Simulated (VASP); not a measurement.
# Mn (P6/mmm) in VASP: a series of runs

Runs on Mn. Level: PBE. Tasks: single point.

Everything below comes from runs of VASP 6.6.1. Logs are shortened: lines on timing, memory, paths and dates and some standing lists are left out, and cuts for length are marked.

### 1 The cell of the first run

Symmetry: P6/mmm, No. 191, hexagonal system. The conventional cell has a = 1.952 Å, b = 1.952 Å, c = 1.725 Å, α = 90.00°, β = 90.00°, γ = 120.00°. Mn (site symmetry 6/mmm) has 8 Mn at 1.72 to 1.95 Å within 2.3 Å.

### 2 Single point, PBE, collinear spin, ferromagnetic start (volume scaled by 0.5)

Contents of INCAR:

```
SYSTEM = Mn
PREC     = Accurate       ! precision mode
ENCUT    = 600            ! plane-wave cutoff, eV
EDIFF    = 1E-6           ! SCF threshold, eV
ISMEAR   = -1             ! smearing method
SIGMA    = 0.08           ! smearing width, eV
LREAL    = .False.        ! projectors in reciprocal space
LASPH    = .True.         ! aspherical terms in the spheres
NELM     = 200            ! most SCF steps
ALGO     = Normal         ! electronic algorithm
ISIF     = 2              ! what is computed and relaxed
LWAVE    = .False.        ! write WAVECAR
LCHARG   = .False.        ! write CHGCAR
ISPIN    = 2              ! spin polarisation
MAGMOM   = 3              ! initial moments
LORBIT   = 11             ! projections on sites
LMAXMIX  = 4              ! l up to which the mixer works
GGA      = PE             ! functional
NBANDS   = 18             ! bands
GGA_COMPAT= .False.
```

Contents of KPOINTS:

```
Automatic mesh
0
Gamma
  18 18 17
  0 0 0
```

Contents of POSCAR:

```
Mn
1.0
    1.9524934845      0.0000000000      0.0000000000
   -0.9762467423      1.6909089583      0.0000000000
    0.0000000000      0.0000000000      1.7246283979
Mn
1
Direct
    0.0000000000      0.0000000000      0.0000000000
```

Potentials or basis: VASP PAW PBE potentials, release 64 (Mn_sv).

Command:

```console
cat potpaw_PBE.64/Mn_sv/POTCAR > POTCAR
mpirun -np 1 vasp_std > vasp.out
```

OUTCAR:

```text
SYSTEM = Mn
   PREC = Accurate
   ENCUT = 600
   EDIFF = 1E-6
   ISMEAR = -1
   LREAL = .False.
   LASPH = .True.
   NELM = 200
   ISIF = 2
   ISPIN = 2
   LORBIT = 11
   GGA = PE

 ion  position               nearest neighbor table
   1  0.000  0.000  0.000-

  LATTYP: Found a hexagonal cell.
 ALAT       =     1.9524934845
 C/A-ratio  =     0.8832953409

  Lattice vectors:

 A1 = (   1.9524934845,   0.0000000000,   0.0000000000)
 A2 = (  -0.9762467423,   1.6909089583,   0.0000000000)
 A3 = (   0.0000000000,   0.0000000000,   1.7246283979)

Analysis of symmetry for initial positions (statically):
=====================================================================
 Subroutine PRICEL returns:
 Original cell was already a primitive cell.

 Routine SETGRP: Setting up the symmetry group for a
 hexagonal supercell.

 Subroutine GETGRP returns: Found 24 space group operations
 (whereof 24 operations were pure point group operations)
 out of a pool of 24 trial point group operations.

The static configuration has the point symmetry D_6h.

Analysis of symmetry for dynamics (positions and initial velocities):
=====================================================================
 Subroutine PRICEL returns:
 Original cell was already a primitive cell.

 Routine SETGRP: Setting up the symmetry group for a
 hexagonal supercell.

 Subroutine GETGRP returns: Found 24 space group operations
 (whereof 24 operations were pure point group operations)
 out of a pool of 24 trial point group operations.

The dynamic configuration has the point symmetry D_6h.

Analysis of structural, dynamic, and magnetic symmetry:
=====================================================================
 Subroutine PRICEL returns:
 Original cell was already a primitive cell.

 Routine SETGRP: Setting up the symmetry group for a
 hexagonal supercell.

 Subroutine GETGRP returns: Found 24 space group operations
 (whereof 24 operations were pure point group operations)
 out of a pool of 24 trial point group operations.

The overall configuration has the point symmetry D_6h.

 Subroutine INISYM returns: Found 24 space group operations
 (whereof 24 operations are pure point group operations),
 and found     1 'primitive' translations

----------------------------------------------------------------------------------------

[... 95 lines left out ...]
   NFREE  =      0    steps in history (QN), initial steepest desc. (CG)
   ISIF   =      2    stress and relaxation
   ISYM   =      2    0-nonsym 1-usesym 2-fastsym
   POTIM  = 0.5000    time-step for ionic-motion
   TEBEG  =    0.0;   TEEND  =   0.0 temperature during run
   PSTRESS=    0.0 pullay stress
   NELECT =      15.0000    total number of electrons
   NUPDOWN=      -1.0000    fix difference up-down
   EMIN   =  10.00;   EMAX   =-10.00  energy-range for DOS
   EFERMI =   0.00;   METHOD = LEGACY
   ISMEAR =    -1;   SIGMA  =   0.08  broadening in eV -4-tet -1-fermi 0-gaus
   EFERMI_NEDOS =   21; number of points for ismear=-14 and -15
   IALGO  =     38    algorithm
   IMIX   =      4    mixing-type and parameters
     AMIX     =   0.40;   BMIX     =  1.00
     AMIX_MAG =   1.60;   BMIX_MAG =  1.00
  volume/ion in A,a.u.               =       5.69        38.42
  Fermi-wavevector in a.u.,A,eV,Ry     =   2.261015  4.272699 69.555559  5.112189
  Thomas-Fermi vector in A             =   3.206311
   LORBIT       =     11    0 simple, 1 ext, 2 COOP (PROOUT), +10 PAW based schemes
   GGA     = PE    functional components
   LHFCALC =     F    Hartree Fock is set to
   AEXX    =    0.0000 exact exchange contribution
   IVDW    =     0    specifies the selected vdW correction
   LEPSILON=     F    determine dielectric tensor
   LRPA    =     F    only Hartree local field effects (RPA)
 spin polarized calculation
  energy-cutoff  :      600.00
  volume of cell :        5.69
 maximum number of plane-waves:       204
 NGX is ok and might be reduce to    16
   NGX =  7   NGY =  7   NGZ =  7

 number of electron      14.9999985 magnetization      -0.0002293

 number of electron      14.9999985 magnetization       0.0000522

 Free energy of the ion-electron system (eV)
  ---------------------------------------------------
  ext. energy  EPLUGINS =         0.00000000
  ---------------------------------------------------
  free energy    TOTEN  =        -1.68455356 eV

  energy without entropy =       -1.66848561  energy(sigma->0) =       -1.67651958

 E-fermi :  29.3989     XC(G=0): -18.3805

 val. band max:       29.3745595724   @ k =   0.3333   0.0556   0.2353
 cond. band min:      29.4092800677   @ k =   0.2222   0.0556   0.0588
 fundamental gap:      0.0347204952
 Fermi energy:        29.3988558282

 spin component 1

 k-point     1 :       0.0000    0.0000    0.0000
  band No.  band energies     occupation
      1     -53.0178      1.00000
      2     -18.2426      1.00000
      3     -18.2426      1.00000
      4     -17.0513      1.00000
      5      18.6051      1.00000
      6      20.5078      1.00000
[... 493 lines left out ...]
     17      80.6492      0.00000
     18      87.8362      0.00000

 [... further k-points ...]

 spin component 2

 k-point     1 :       0.0000    0.0000    0.0000
  band No.  band energies     occupation
      1     -53.0176      1.00000
      2     -18.2425      1.00000
      3     -18.2425      1.00000
      4     -17.0508      1.00000
      5      18.6056      1.00000
      6      20.5081      1.00000
[... 493 lines left out ...]
     17      80.6493      0.00000
     18      87.8362      0.00000

 [... further k-points ...]
[... 5 lines left out ...]
  --------------------------------------------------------------------------------------
  -------------------------------------------------------------------------------------
  Total       24.3849927     24.3849927     25.1880748     -0.0000000     -0.0000000      0.0000000
  in kB     6861.6389221   6861.6389221   7087.6164105     -0.0000002     -0.0000000      0.0000000
  external PRESSURE =    6936.9647516 kB  Pullay stress =       0.0000000 kB

 VOLUME and BASIS-vectors are now :
 -----------------------------------------------------------------------------
  energy-cutoff  :      600.00
  volume of cell :        5.69
      direct lattice vectors                 reciprocal lattice vectors
     1.952493484  0.000000000  0.000000000     0.512165602  0.295698948  0.000000000
    -0.976246742  1.690908958  0.000000000     0.000000000  0.591397896  0.000000000
     0.000000000  0.000000000  1.724628398     0.000000000  0.000000000  0.579835054

 POSITION                                       TOTAL-FORCE (eV/Angst)
 -----------------------------------------------------------------------------------
      0.00000      0.00000      0.00000        -0.000000      0.000000      0.000000
 -----------------------------------------------------------------------------------
    total drift:                                0.000000     -0.000000     -0.000000

  FREE ENERGIE OF THE ION-ELECTRON SYSTEM (eV)
  ---------------------------------------------------
  free  energy   TOTEN  =        -1.6845535566 eV

  energy  without entropy=       -1.6684856069  energy(sigma->0) =       -1.67651958

 total charge

# of ion       s       p       d       tot
------------------------------------------
    1        2.449   6.244   5.864  14.557

 magnetization (x)

# of ion       s       p       d       tot
------------------------------------------
    1        0.000   0.000   0.000   0.000
```

Wall time 35 s (1 thread of Intel Xeon 6975P-C (Granite Rapids), shared host); peak memory 0.17 GiB.

The run converged, but its numbers aren't listed here, since they failed a check.

Caveat: the starting moments collapsed, and a magnetic state may lie lower.

### 3 Single point, PBE, collinear spin, ferromagnetic start (volume scaled by 0.8)

Contents of INCAR:

```
ALGO = Normal
EDIFF = 1E-6
ENCUT = 600
GGA = PE
GGA_COMPAT = False
ISIF = 2
ISMEAR = -1
ISPIN = 2
LASPH = True
LCHARG = False
LMAXMIX = 4
LORBIT = 11
LREAL = False
LWAVE = False
MAGMOM = 3
NBANDS = 18
NELM = 200
PREC = Accurate
SIGMA = 0.08
```

Contents of KPOINTS:

```
k-points
0
Gamma
  18 18 17
```

Contents of POSCAR:

```
Mn
1.0
    2.2980606477      0.0000000001      0.0000000000
   -1.1490303239      1.9901789004      0.0000000000
    0.0000000000      0.0000000000      1.9919192580
Mn
1
Direct
    0.0000000000      0.0000000000      0.0000000000
```

Potentials or basis: VASP PAW PBE potentials, release 64 (Mn_sv).

Command:

```console
cat potpaw_PBE.64/Mn_sv/POTCAR > POTCAR
mpirun -np 1 vasp_std > vasp.out
```

OUTCAR:

```text
EDIFF = 1E-6
   ENCUT = 600
   GGA = PE
   ISIF = 2
   ISMEAR = -1
   ISPIN = 2
   LASPH = True
   LORBIT = 11
   LREAL = False
   NELM = 200
   PREC = Accurate

 ion  position               nearest neighbor table
   1  0.000  0.000  0.000-

  LATTYP: Found a hexagonal cell.
 ALAT       =     2.2980606477
 C/A-ratio  =     0.8667827196

  Lattice vectors:

 A1 = (   2.2980606477,   0.0000000001,   0.0000000000)
 A2 = (  -1.1490303239,   1.9901789004,   0.0000000000)
 A3 = (   0.0000000000,   0.0000000000,   1.9919192580)

Analysis of symmetry for initial positions (statically):
=====================================================================
 Subroutine PRICEL returns:
 Original cell was already a primitive cell.

 Routine SETGRP: Setting up the symmetry group for a
 hexagonal supercell.

 Subroutine GETGRP returns: Found 24 space group operations
 (whereof 24 operations were pure point group operations)
 out of a pool of 24 trial point group operations.

The static configuration has the point symmetry D_6h.

Analysis of symmetry for dynamics (positions and initial velocities):
=====================================================================
[... 183 lines left out ...]
      2     -30.2488      1.00000
      3     -30.2488      1.00000
      4     -29.7849      1.00000
      5       8.1792      1.00000
      6      12.2201      1.00000
[... 493 lines left out ...]
     17      57.3354      0.00000
     18      61.6335      0.00000

 [... further k-points ...]

 spin component 2

 k-point     1 :       0.0000    0.0000    0.0000
  band No.  band energies     occupation
      1     -62.3812      1.00000
      2     -30.2476      1.00000
      3     -30.2476      1.00000
      4     -29.7836      1.00000
      5       8.1795      1.00000
      6      12.2208      1.00000
[... 493 lines left out ...]
     17      57.3356      0.00000
     18      61.6336      0.00000

 [... further k-points ...]
[... 5 lines left out ...]
  --------------------------------------------------------------------------------------
  -------------------------------------------------------------------------------------
  Total        4.5677644      4.5677644      4.5731529      0.0000000      0.0000000      0.0000000
  in kB      803.3206820    803.3206821    804.2683275      0.0000000      0.0000000      0.0000000
  external PRESSURE =     803.6365639 kB  Pullay stress =       0.0000000 kB

 VOLUME and BASIS-vectors are now :
 -----------------------------------------------------------------------------
  energy-cutoff  :      600.00
  volume of cell :        9.11
      direct lattice vectors                 reciprocal lattice vectors
     2.298060648  0.000000000  0.000000000     0.435149525  0.251233696  0.000000000
    -1.149030324  1.990178900  0.000000000    -0.000000000  0.502467391  0.000000000
     0.000000000  0.000000000  1.991919258     0.000000000  0.000000000  0.502028381

 POSITION                                       TOTAL-FORCE (eV/Angst)
 -----------------------------------------------------------------------------------
      0.00000      0.00000      0.00000         0.000000      0.000000      0.000000
 -----------------------------------------------------------------------------------
    total drift:                               -0.000000      0.000000      0.000000

  FREE ENERGIE OF THE ION-ELECTRON SYSTEM (eV)
  ---------------------------------------------------
  free  energy   TOTEN  =        -8.0039043194 eV

  energy  without entropy=       -7.9771187897  energy(sigma->0) =       -7.99051155

 total charge

# of ion       s       p       d       tot
------------------------------------------
    1        2.297   6.102   4.999  13.398

 magnetization (x)

# of ion       s       p       d       tot
------------------------------------------
    1        0.000  -0.000   0.001   0.001
```

Wall time 91 s (1 thread of Intel Xeon Platinum 8259CL at 2.50GHz (Skylake/Cascade Lake), shared host); peak memory 0.2 GiB.

Results:

| Quantity | Value |
| --- | --- |
| Free energy | -8.0039 eV |
| Pressure | 80.4 GPa |
| Net moment | 0.00 μB per cell |
| Valence electrons inside the program's atomic spheres | Mn 13.40 |

Levels at points of the mesh, in eV from the Fermi level:
Spin up:
| k point | band 4 | band 5 | band 6 | band 7 | band 8 | band 9 | band 10 | band 11 |
| --- | --- | --- | --- | --- | --- | --- | --- | --- |
| (0.00, 0.00, 0.00) | -47.31 | -9.35 | -5.31 | -1.79 | -1.79 | 2.53 | 2.53 | 20.99 |
| (0.50, 0.00, 0.00) | -47.20 | -5.97 | -4.34 | -0.41 | 0.77 | 2.17 | 2.22 | 9.71 |
Spin down:
| k point | band 5 | band 6 | band 7 | band 8 | band 9 | band 10 |
| --- | --- | --- | --- | --- | --- | --- |
| (0.00, 0.00, 0.00) | -9.35 | -5.30 | -1.79 | -1.79 | 2.53 | 2.53 |
| (0.50, 0.00, 0.00) | -5.97 | -4.34 | -0.41 | 0.77 | 2.17 | 2.22 |

Caveat: the starting moments collapsed, and a magnetic state may lie lower.

[end of part 1 of 2]
